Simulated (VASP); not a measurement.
# MgO (Fm-3m) in VASP: a series of runs

The runs below take MgO through vibrations by perturbation theory, elastic constants, with PBE.

Everything below comes from runs of VASP 6.6.1. Logs are shortened: lines on timing, memory, paths and dates and some standing lists are left out, and cuts for length are marked.

**1. The cell of the first run**

The structure is cubic, space group Fm-3m (No. 225). Conventional cell: a = 4.254 Å, b = 4.254 Å, c = 4.254 Å, α = 90.00°, β = 90.00°, γ = 90.00°. Mg (site symmetry m-3m) has 6 O at 2.13 Å within 2.8 Å. O (site symmetry m-3m) has 6 Mg at 2.13 Å within 2.8 Å.

**2. Vibrations by perturbation theory, PBE**

Contents of INCAR:

```
SYSTEM = MgO
PREC = Accurate
ENCUT = 520
EDIFF = 1E-8
ISMEAR = 0
SIGMA = 0.01
LREAL = .FALSE.
LASPH = .TRUE.
NELM = 80
ALGO = Normal
ISIF = 2
LWAVE = .FALSE.
LCHARG = .FALSE.
GGA = PE
IBRION = 8
NSW = 1
LEPSILON = .TRUE.
```

Contents of KPOINTS:

```
Automatic mesh
0
G
  12 12 12
  0 0 0
```

Contents of POSCAR:

```
MgO
1.0
    0.0000000000      2.1268996276      2.1268996276
    2.1268996276      0.0000000000      2.1268996276
    2.1268996276      2.1268996276      0.0000000000
Mg O
1 1
Direct
    0.5000000000      0.5000000000      0.5000000000
    0.0000000000      0.0000000000      0.0000000000
```

Potentials or basis: VASP PAW PBE potentials, release 64 (Mg, O).

Started as:

```console
cat potpaw_PBE.64/Mg/POTCAR potpaw_PBE.64/O/POTCAR > POTCAR
mpirun -np 1 vasp_std > vasp.out
```

OUTCAR:

```text
SYSTEM = MgO
   PREC = Accurate
   ENCUT = 520
   EDIFF = 1E-8
   ISMEAR = 0
   LREAL = .FALSE.
   LASPH = .TRUE.
   NELM = 80
   ISIF = 2
   GGA = PE
   IBRION = 8
   NSW = 1
   LEPSILON = .TRUE.

 ion  position               nearest neighbor table
   1  0.500  0.500  0.500-   2 2.13   2 2.13   2 2.13   2 2.13   2 2.13   2 2.13
   2  0.000  0.000  0.000-   1 2.13   1 2.13   1 2.13   1 2.13   1 2.13   1 2.13

  LATTYP: Found a face centered cubic cell.
 ALAT       =     4.2537992552

  Lattice vectors:

 A1 = (   0.0000000000,   2.1268996276,   2.1268996276)
 A2 = (   2.1268996276,   0.0000000000,   2.1268996276)
 A3 = (   2.1268996276,   2.1268996276,   0.0000000000)

Analysis of symmetry for initial positions (statically):
=====================================================================
 Subroutine PRICEL returns:
 Original cell was already a primitive cell.

 Routine SETGRP: Setting up the symmetry group for a
 face centered cubic supercell.

 Subroutine GETGRP returns: Found 48 space group operations
 (whereof 48 operations were pure point group operations)
 out of a pool of 48 trial point group operations.

The static configuration has the point symmetry O_h .

Analysis of symmetry for dynamics (positions and initial velocities):
=====================================================================
 Subroutine PRICEL returns:
 Original cell was already a primitive cell.

 Routine SETGRP: Setting up the symmetry group for a
 face centered cubic supercell.

 Subroutine GETGRP returns: Found 48 space group operations
 (whereof 48 operations were pure point group operations)
 out of a pool of 48 trial point group operations.

The dynamic configuration has the point symmetry O_h .

 Subroutine INISYM returns: Found 48 space group operations
 (whereof 48 operations are pure point group operations),
 and found     1 'primitive' translations

[... 495 lines left out ...]
    -0.00411  0.00000  0.00000
     0.00000  0.00689 -0.00000
     0.00000 -0.00000  0.00689

 MACROSCOPIC STATIC DIELECTRIC TENSOR (including local field effects in DFT)
 ------------------------------------------------------
           3.170160    -0.000000    -0.000000
           0.000000     3.170160    -0.000000
           0.000000     0.000000     3.170160
 ------------------------------------------------------

 PIEZOELECTRIC TENSOR (including local field effects)  for field in x, y, z        (e  Angst)
          XX          YY          ZZ          XY          YZ          ZX
  --------------------------------------------------------------------------------
  x     0.00000     0.00000     0.00000     0.00000     0.00000     0.00000
  y     0.00000     0.00000     0.00000     0.00000     0.00000     0.00000
  z     0.00000     0.00000     0.00000     0.00000     0.00000     0.00000

 PIEZOELECTRIC TENSOR (including local field effects)  for field in x, y, z        (C/m^2)
          XX          YY          ZZ          XY          YZ          ZX
  --------------------------------------------------------------------------------
  x     0.00000     0.00000     0.00000     0.00000     0.00000     0.00000
  y     0.00000     0.00000     0.00000     0.00000     0.00000     0.00000
  z     0.00000     0.00000     0.00000     0.00000     0.00000     0.00000

 BORN EFFECTIVE CHARGES (including local field effects) (in |e|, cummulative output)
 ---------------------------------------------------------------------------------
 ion    1
    1     1.98148     0.00000     0.00000
    2     0.00000     1.98148     0.00000
    3    -0.00000     0.00000     1.98148
 ion    2
    1    -1.98148     0.00000     0.00000
    2    -0.00000    -1.98148     0.00000
    3     0.00000     0.00000    -1.98148

 INTERNAL STRAIN TENSOR FOR ION    2 for displacements in x,y,z  (eV/Angst):
          X           Y           Z          XY          YZ          ZX
  --------------------------------------------------------------------------------
  x     0.00000     0.00000     0.00000     0.00000     0.00000     0.00000
  y     0.00000     0.00000     0.00000     0.00000     0.00000     0.00000
  z     0.00000     0.00000     0.00000     0.00000     0.00000     0.00000

 SECOND DERIVATIVES (NOT SYMMETRIZED)
 ------------------------------------
               1X          1Y          1Z          2X          2Y          2Z
  1X    -4.790481    0.000000    0.000000    4.790481    0.000000    0.000000
  1Y     0.000000   -4.790481    0.000000    0.000000    4.790481    0.000000
  1Z     0.000000    0.000000   -4.790481    0.000000    0.000000    4.790481
  2X     4.809146    0.000000    0.000000   -4.809146    0.000000    0.000000
  2Y     0.000000    4.809146    0.000000    0.000000   -4.809146    0.000000
  2Z     0.000000    0.000000    4.809146    0.000000    0.000000   -4.809146

 Eigenvectors and eigenvalues of the dynamical matrix
 ----------------------------------------------------

   1 f  =   11.028634 THz    69.294952 2PiTHz  367.875637 cm-1    45.610745 meV
             X         Y         Z           dx          dy          dz
      2.126900  2.126900  2.126900     0.598712    0.191018    0.033154
      0.000000  0.000000  0.000000    -0.739349   -0.235889   -0.040941
[... 21 lines left out ...]
   6 f/i=    0.010487 THz     0.065893 2PiTHz    0.349815 cm-1     0.043372 meV
             X         Y         Z           dx          dy          dz
      2.126900  2.126900  2.126900     0.017126   -0.021195    0.776669
      0.000000  0.000000  0.000000     0.013868   -0.017163    0.628932

--------------------------------------------------------------------------------------------------------

 MACROSCOPIC STATIC DIELECTRIC TENSOR IONIC CONTRIBUTION
 ------------------------------------------------------
           7.692203     0.000000    -0.000000
           0.000000     7.692203    -0.000000
          -0.000000    -0.000000     7.692203
 ------------------------------------------------------

 ELASTIC MODULI CONTR FROM IONIC RELAXATION (kBar)
 Direction    XX          YY          ZZ          XY          YZ          ZX
 --------------------------------------------------------------------------------
 XX           0.0000      0.0000      0.0000      0.0000      0.0000      0.0000
 YY           0.0000      0.0000      0.0000      0.0000      0.0000      0.0000
 ZZ           0.0000      0.0000      0.0000      0.0000      0.0000      0.0000
 XY           0.0000      0.0000      0.0000      0.0000      0.0000      0.0000
 YZ           0.0000      0.0000      0.0000      0.0000      0.0000      0.0000
 ZX           0.0000      0.0000      0.0000      0.0000      0.0000      0.0000
 --------------------------------------------------------------------------------

 PIEZOELECTRIC TENSOR IONIC CONTR  for field in x, y, z        (C/m^2)
          XX          YY          ZZ          XY          YZ          ZX
  --------------------------------------------------------------------------------
  x     0.00000     0.00000     0.00000     0.00000     0.00000     0.00000
  y     0.00000     0.00000     0.00000     0.00000     0.00000     0.00000
  z     0.00000     0.00000     0.00000     0.00000     0.00000     0.00000
```

OSZICAR:

```text
N       E                     dE             d eps       ncg     rms          rms(c)
DAV:   1     0.117875266645E+02    0.11788E+02   -0.39899E+03  1176   0.881E+02
DAV:   2    -0.131917499150E+02   -0.24979E+02   -0.24188E+02  1552   0.127E+02
DAV:   3    -0.134680870794E+02   -0.27634E+00   -0.27634E+00  1408   0.160E+01
DAV:   4    -0.134683749672E+02   -0.28789E-03   -0.28789E-03  1600   0.522E-01
[... 122 lines left out ...]
RMM:   7    -0.360116465480E+00    0.10215E-04   -0.18139E-08  4380   0.156E-03    0.130E-04
RMM:   8    -0.360116734532E+00   -0.26905E-06   -0.11211E-09  4180   0.155E-04    0.262E-05
RMM:   9    -0.360116915645E+00   -0.18111E-06   -0.10495E-09  4467   0.901E-05    0.492E-06
RMM:  10    -0.360116899041E+00    0.16604E-07   -0.10285E-09  4134   0.223E-05    0.135E-06
RMM:  11    -0.360116900668E+00   -0.16262E-08   -0.99154E-10  3807   0.183E-05    0.172E-07
 Linear response finished
```

It took 3.8 min on 1 thread of Intel Xeon 8259CL, shared host; peak memory 0.21 GiB.

Results:

- Electronic dielectric tensor (diagonal): 3.17
- Born charges (mean of the diagonal): Mg +1.98; O -1.98 e
- Highest phonon frequency at Γ, LO-TO splitting left out: 368 cm⁻¹

Phonon frequencies in cm⁻¹ (negative: imaginary):
| q point | frequencies |
| --- | --- |
| (0.000, 0.000, 0.000) | 0 0 0 368 368 368 |

Electronic dielectric tensor:
```
3.17 0.00 0.00
0.00 3.17 0.00
0.00 0.00 3.17
```

Born effective charge tensors (e):
atom 1, Mg
```
1.98 0.00 0.00
0.00 1.98 0.00
0.00 0.00 1.98
```
atom 2, O
```
-1.98  0.00  0.00
 0.00 -1.98  0.00
 0.00  0.00 -1.98
```

**3. Elastic constants, PBE**

Contents of INCAR:

```
SYSTEM = MgO
  PREC = Accurate
  ENCUT = 600
  EDIFF = 1E-8
  ISMEAR = 0
  SIGMA = 0.01
  LREAL = .FALSE.
  LASPH = .TRUE.
  NELM = 60
  ALGO = Normal
  ISIF = 3
  LWAVE = .FALSE.
  LCHARG = .FALSE.
  GGA = PE
  IBRION = 6
  NFREE = 2
  POTIM = 0.015
  NSW = 1
```

KPOINTS is that of step 2.

POSCAR is that of step 2.

Potentials or basis: VASP PAW PBE potentials, release 64 (Mg, O).

Started as:

```console
cat potpaw_PBE.64/Mg/POTCAR potpaw_PBE.64/O/POTCAR > POTCAR
mpirun -np 1 vasp_std > vasp.out
```

It took 8.6 min on 1 thread of Intel Xeon 8259CL, shared host; peak memory 0.3 GiB.

The run converged. Its results:

| Property | Result |
| --- | --- |
| Elastic constants C11, C12, C44 | 267, 90, 142 GPa |
| Voigt bulk modulus | 149 GPa |
| Highest phonon frequency at Γ, LO-TO splitting left out | 368 cm⁻¹ |

Phonon frequencies in cm⁻¹ (negative: imaginary):
```
              q point        frequencies
(0.000, 0.000, 0.000)  0 0 0 368 368 368
```

Elastic tensor in Voigt notation (GPa, in the Cartesian axes of the cell as first typed):
```
267  90  90   0   0   0
 90 267  90   0   0   0
 90  90 267   0   0   0
  0   0   0 142   0   0
  0   0   0   0 142   0
  0   0   0   0   0 142
```

Clamped-ion elastic tensor (GPa):
```
267  90  90   0   0   0
 90 267  90   0   0   0
 90  90 267   0   0   0
  0   0   0 142   0   0
  0   0   0   0 142   0
  0   0   0   0   0 142
```
